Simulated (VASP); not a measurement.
# SnO2 (P4_2/mnm) in VASP: settings compared

SnO2 is run at these levels: PBE, PBEsol; tasks: single point.

Program: VASP 6.6.1. These are calculated values, not measurements. Logs are shortened: lines on timing, memory, paths and dates and some standing lists are left out, and cuts for length are marked.

### 1 The cell of the first run

The structure is tetragonal, space group P4_2/mnm (No. 136). The conventional cell has a = 4.828 Å, b = 4.828 Å, c = 3.238 Å, α = 90.00°, β = 90.00°, γ = 90.00°. Within 2.8 Å of Sn (site symmetry mmm) lie 6 O at 2.09 Å. O (site symmetry m2m) has 3 Sn at 2.09 Å and 1 O at 2.64 Å within 2.8 Å.

### 2 Single point, PBE

INCAR reads:

```
SYSTEM = SnO2
PREC     = Accurate       ! precision mode
ENCUT    = 520            ! plane-wave cutoff, eV
EDIFF    = 1E-6           ! SCF threshold, eV
ISMEAR   = 0              ! smearing method
SIGMA    = 0.05           ! smearing width, eV
LREAL    = .False.        ! projectors in reciprocal space
LASPH    = .True.         ! aspherical terms in the spheres
NELM     = 80             ! most SCF steps
ALGO     = Normal         ! electronic algorithm
ISIF     = 2              ! what is computed and relaxed
LWAVE    = .False.        ! write WAVECAR
LCHARG   = .False.        ! write CHGCAR
GGA      = PE             ! functional
NBANDS   = 35             ! bands
```

KPOINTS reads:

```
regular mesh
0
Gamma
  6 6 10
  0 0 0
```

POSCAR reads:

```
SnO2
1.0
    4.8275742947      0.0000000000      0.0000000000
    0.0000000000      4.8275742947      0.0000000000
    0.0000000000      0.0000000000      3.2381011166
Sn O
2 4
Direct
    0.0000000000      0.0000000000      0.0000000000
    0.5000000000      0.5000000000      0.5000000000
    0.3065775573      0.3065775573      0.0000000000
    0.8065775573      0.1934224427      0.5000000000
    0.1934224427      0.8065775573      0.5000000000
    0.6934224427      0.6934224427      0.0000000000
```

Potentials or basis: VASP PAW PBE potentials, release 64 (Sn_d, O).

On the command line:

```console
> cat potpaw_PBE.64/Sn_d/POTCAR potpaw_PBE.64/O/POTCAR > POTCAR
> mpirun -np 1 vasp_std > vasp.out
```

OUTCAR:

```text
SYSTEM = SnO2
   PREC = Accurate
   ENCUT = 520
   EDIFF = 1E-6
   ISMEAR = 0
   LREAL = .False.
   LASPH = .True.
   NELM = 80
   ISIF = 2
   GGA = PE

 ion  position               nearest neighbor table
   1  0.000  0.000  0.000-   4 2.09   5 2.09   4 2.09   5 2.09   3 2.09   6 2.09
   2  0.500  0.500  0.500-   3 2.09   6 2.09   3 2.09   6 2.09   5 2.09   4 2.09
   3  0.307  0.307  0.000-   2 2.09   2 2.09   1 2.09
   4  0.807  0.193  0.500-   1 2.09   1 2.09   2 2.09
   5  0.193  0.807  0.500-   1 2.09   1 2.09   2 2.09
   6  0.693  0.693  0.000-   2 2.09   2 2.09   1 2.09

  LATTYP: Found a simple tetragonal cell.
 ALAT       =     4.8275742947
 C/A-ratio  =     0.6707511721

  Lattice vectors:

 A1 = (   4.8275742947,   0.0000000000,   0.0000000000)
 A2 = (   0.0000000000,   4.8275742947,   0.0000000000)
 A3 = (   0.0000000000,   0.0000000000,   3.2381011166)

Analysis of symmetry for initial positions (statically):
=====================================================================
 Subroutine PRICEL returns:
 Original cell was already a primitive cell.

 Routine SETGRP: Setting up the symmetry group for a
 simple tetragonal supercell.

 Subroutine GETGRP returns: Found 16 space group operations
 (whereof  8 operations were pure point group operations)
 out of a pool of 16 trial point group operations.

The static configuration has the point symmetry D_2h.
 The point group associated with its full space group is D_4h.

Analysis of symmetry for dynamics (positions and initial velocities):
=====================================================================
 Subroutine PRICEL returns:
 Original cell was already a primitive cell.

 Routine SETGRP: Setting up the symmetry group for a
 simple tetragonal supercell.

 Subroutine GETGRP returns: Found 16 space group operations
 (whereof  8 operations were pure point group operations)
 out of a pool of 16 trial point group operations.

The dynamic configuration has the point symmetry D_2h.
 The point group associated with its full space group is D_4h.

 Subroutine INISYM returns: Found 16 space group operations
 (whereof  8 operations are pure point group operations),
 and found     1 'primitive' translations

----------------------------------------------------------------------------------------
[... 101 lines left out ...]
   EDIFF  = 0.1E-05   stopping-criterion for ELM
   LREAL  =      F    real-space projection
   EDIFFG = 0.1E-04   stopping-criterion for IOM
   NSW    =      0    number of steps for IOM
   IBRION =     -1    ionic relax: 0-MD 1-quasi-New 2-CG
   NFREE  =      0    steps in history (QN), initial steepest desc. (CG)
   ISIF   =      2    stress and relaxation
   ISYM   =      2    0-nonsym 1-usesym 2-fastsym
   POTIM  = 0.5000    time-step for ionic-motion
   TEBEG  =    0.0;   TEEND  =   0.0 temperature during run
   PSTRESS=    0.0 pullay stress
   NELECT =      52.0000    total number of electrons
   NUPDOWN=      -1.0000    fix difference up-down
   EMIN   =  10.00;   EMAX   =-10.00  energy-range for DOS
   EFERMI =   0.00;   METHOD = LEGACY
   ISMEAR =     0;   SIGMA  =   0.05  broadening in eV -4-tet -1-fermi 0-gaus
   EFERMI_NEDOS =   21; number of points for ismear=-14 and -15
   IALGO  =     38    algorithm
   IMIX   =      4    mixing-type and parameters
     AMIX     =   0.40;   BMIX     =  1.00
     AMIX_MAG =   1.60;   BMIX_MAG =  1.00
  volume/ion in A,a.u.               =      12.58        84.88
  Fermi-wavevector in a.u.,A,eV,Ry     =   1.445972  2.732491 28.447531  2.090835
  Thomas-Fermi vector in A             =   2.564093
   LORBIT       =      0    0 simple, 1 ext, 2 COOP (PROOUT), +10 PAW based schemes
   GGA     = PE    functional components
   LHFCALC =     F    Hartree Fock is set to
   AEXX    =    0.0000 exact exchange contribution
   IVDW    =     0    specifies the selected vdW correction
   LEPSILON=     F    determine dielectric tensor
   LRPA    =     F    only Hartree local field effects (RPA)
 non-spin polarized calculation
 Gauss-broadening in eV      SIGMA  =   0.05
  energy-cutoff  :      520.00
  volume of cell :       75.47
 maximum number of plane-waves:      2068
 NGX is ok and might be reduce to    36
   NGX = 17   NGY = 17   NGZ = 13

 number of electron      52.0000002 magnetization

 Free energy of the ion-electron system (eV)
  ---------------------------------------------------
  ext. energy  EPLUGINS =         0.00000000
  ---------------------------------------------------
  free energy    TOTEN  =       -37.31112288 eV

  energy without entropy =      -37.31112288  energy(sigma->0) =      -37.31112288

 E-fermi :   5.7847     XC(G=0): -10.9757

 val. band max:        5.5307474752   @ k =   0.0000   0.0000   0.0000
 cond. band min:       6.1993440669   @ k =   0.0000   0.0000   0.0000
 fundamental gap:      0.6685965917
 Fermi energy:         5.7847135774

 k-point     1 :       0.0000    0.0000    0.0000
  band No.  band energies     occupation
      1     -15.5047      2.00000
      2     -14.8406      2.00000
      3     -14.6473      2.00000
      4     -14.6201      2.00000
      5     -14.6201      2.00000
      6     -14.5544      2.00000
[... 901 lines left out ...]
     34      17.5737      0.00000
     35      17.8380      0.00000

 [... further k-points ...]

------------------------ aborting loop because EDIFF is reached ----------------------------------------

  FORCE on cell =-STRESS in cart. coord.  units (eV):
  Direction    XX          YY          ZZ          XY          YZ          ZX
  --------------------------------------------------------------------------------------
  -------------------------------------------------------------------------------------
  Total        0.2381777      0.2381777      0.3778857      0.0000000      0.0000000      0.0000000
  in kB        5.0566562      5.0566562      8.0227403      0.0000000      0.0000000      0.0000000
  external PRESSURE =       6.0453509 kB  Pullay stress =       0.0000000 kB

 VOLUME and BASIS-vectors are now :
 -----------------------------------------------------------------------------
  energy-cutoff  :      520.00
  volume of cell :       75.47
      direct lattice vectors                 reciprocal lattice vectors
     4.827574295  0.000000000  0.000000000     0.207143368  0.000000000  0.000000000
     0.000000000  4.827574295  0.000000000     0.000000000  0.207143368  0.000000000
     0.000000000  0.000000000  3.238101117     0.000000000  0.000000000  0.308822969

 POSITION                                       TOTAL-FORCE (eV/Angst)
 -----------------------------------------------------------------------------------
      0.00000      0.00000      0.00000         0.000000      0.000000      0.000000
      2.41379      2.41379      1.61905         0.000000      0.000000      0.000000
      1.48003      1.48003      0.00000        -0.011672     -0.011672      0.000000
      3.89381      0.93376      1.61905        -0.011672      0.011672      0.000000
      0.93376      3.89381      1.61905         0.011672     -0.011672      0.000000
      3.34755      3.34755      0.00000         0.011672      0.011672     -0.000000
 -----------------------------------------------------------------------------------
    total drift:                                0.000000      0.000000      0.000000

  FREE ENERGIE OF THE ION-ELECTRON SYSTEM (eV)
  ---------------------------------------------------
  free  energy   TOTEN  =       -37.3111228800 eV

  energy  without entropy=      -37.3111228800  energy(sigma->0) =      -37.31112288
```

stdout:

```text
POSCAR found type information on POSCAR SnO
 POSCAR found :  2 types and       6 ions
 scaLAPACK will be used
 LDA part: xc-table for (Slater+PW92), standard interpolation
 POSCAR, INCAR and KPOINTS ok, starting setup
 FFT: planning ... GRIDC
 FFT: planning ... GRID_SOFT
 FFT: planning ... GRID
 WAVECAR not read
 entering main loop
```

Run time: 44 s. Hardware: 1 thread of Intel Xeon 6975P-C (Granite Rapids), shared host; peak memory 0.25 GiB.

Results:

```
Free energy            : -37.3111 eV
Pressure               : 0.6 GPa
Largest force          : 0.017 eV/Å
Band gap on the k mesh : 0.67 eV
```

Forces in eV/Å, atoms in the order of the input:
```
Sn   0.000  0.000  0.000
Sn   0.000  0.000  0.000
O   -0.012 -0.012  0.000
O   -0.012  0.012  0.000
O    0.012 -0.012  0.000
O    0.012  0.012  0.000
```

Caveat: spin-orbit coupling is left out, which moves the levels of the heavy elements.

### 3 Single point, PBE

INCAR reads:

```
  PREC = Accurate
  ENCUT = 520
  EDIFF = 1E-6
  ISMEAR = 0
  SIGMA = 0.05
  LREAL = F
  LASPH = T
  NELM = 100
  ALGO = Normal
  ISIF = 2
  LWAVE = F
  LCHARG = T
  GGA = PE
  LELF = T
  LVHAR = T
  NBANDS = 35
```

KPOINTS reads:

```
Automatic mesh
0
Gamma
  6 6 10
```

POSCAR is that of step 2.

Potentials or basis: VASP PAW PBE potentials, release 64 (Sn_d, O).

On the command line:

```console
> cat potpaw_PBE.64/Sn_d/POTCAR potpaw_PBE.64/O/POTCAR > POTCAR
> mpirun -np 1 vasp_std > vasp.out
```

Run time: 46 s. Hardware: 1 thread of Intel Xeon 6975P-C (Granite Rapids), shared host; peak memory 0.26 GiB.

It converged, with:

* Free energy: -37.3111 eV
* Pressure: 0.6 GPa
* Largest force: 0.017 eV/Å
* Band gap on the k mesh: 0.67 eV

Forces on the atoms (eV/Å):
```
Sn   0.000  0.000  0.000
Sn   0.000  0.000  0.000
O   -0.012 -0.012  0.000
O   -0.012  0.012  0.000
O    0.012 -0.012  0.000
O    0.012  0.012  0.000
```

Stress tensor (GPa, compression positive):
```
0.51 0.00 0.00
0.00 0.51 0.00
0.00 0.00 0.80
```

Levels at points of the mesh, in eV from the valence-band top:
| k point | band 24 | band 25 | band 26 | band 27 | band 28 | band 29 |
| --- | --- | --- | --- | --- | --- | --- |
| (0.00, 0.00, 0.00) | -0.74 | -0.74 | 0.00 | 0.67 | 5.69 | 6.06 |
| (0.50, 0.00, 0.00) | -1.21 | -0.61 | -0.61 | 3.88 | 3.88 | 6.81 |
| (0.50, 0.50, 0.00) | -1.33 | -0.85 | -0.85 | 4.27 | 4.27 | 7.15 |
| (0.00, 0.00, 0.50) | -1.53 | -1.18 | -1.18 | 5.59 | 5.59 | 9.36 |
| (0.50, 0.00, 0.50) | -1.02 | -0.75 | -0.75 | 5.85 | 5.85 | 7.60 |
| (0.50, 0.50, 0.50) | -0.92 | -0.78 | -0.78 | 4.35 | 4.35 | 8.61 |

Caveat: spin-orbit coupling is left out, which moves the levels of the heavy elements.

### 4 Single point, PBEsol

INCAR reads:

```
SYSTEM = SnO2
ALGO = Normal
EDIFF = 1E-6
ENCUT = 520
GGA = PS
ISIF = 2
ISMEAR = 0
LASPH = .TRUE.
LCHARG = .FALSE.
LREAL = .FALSE.
LWAVE = .FALSE.
NBANDS = 35
NELM = 60
PREC = Accurate
SIGMA = 0.05
```

KPOINTS reads:

```
k-points
0
G
  6 6 10
  0 0 0
```

POSCAR is that of step 3.

On the command line:

```console
> cat potpaw_PBE.64/Sn_d/POTCAR potpaw_PBE.64/O/POTCAR > POTCAR
> mpirun -np 1 vasp_std > vasp.out
```

It took 94 s on 1 thread of Intel Xeon 6975P-C (Granite Rapids), shared host; peak memory 0.26 GiB.

Results (log left out):

- Free energy: -39.6380 eV
- Pressure: -5.3 GPa
- Largest force: 0.045 eV/Å
- Band gap on the k mesh: 0.58 eV

Forces in eV/Å, atoms in the order of the input:
```
Sn   0.000  0.000  0.000
Sn   0.000  0.000  0.000
O    0.032  0.032  0.000
O    0.032 -0.032  0.000
O   -0.032  0.032  0.000
O   -0.032 -0.032  0.000
```

Stress tensor (GPa, compression positive):
```
-5.09  0.00  0.00
 0.00 -5.09  0.00
 0.00  0.00 -5.71
```

Levels at points of the mesh, in eV from the valence-band top:
```
           k point  band 23  band 24  band 25  band 26  band 27  band 28  band 29  band 30
(0.00, 0.00, 0.00)    -1.28    -0.76    -0.76     0.00     0.58     5.58     5.89     5.89
(0.50, 0.00, 0.00)    -1.23    -1.23    -0.62    -0.62     3.80     3.80     6.64     6.64
(0.50, 0.50, 0.00)    -1.35    -1.35    -0.87    -0.87     4.19     4.19     7.01     7.01
(0.00, 0.00, 0.50)    -1.56    -1.56    -1.20    -1.20     5.51     5.51     9.19     9.19
(0.50, 0.00, 0.50)    -1.04    -1.04    -0.76    -0.76     5.77     5.77     7.44     7.44
(0.50, 0.50, 0.50)    -0.94    -0.94    -0.79    -0.79     4.24     4.24     8.43     8.43
```

Caveat: the cell stands under tension; the PAW data sets were made with another functional, which shifts forces and pressure a little; spin-orbit coupling is left out, which moves the levels of the heavy elements.
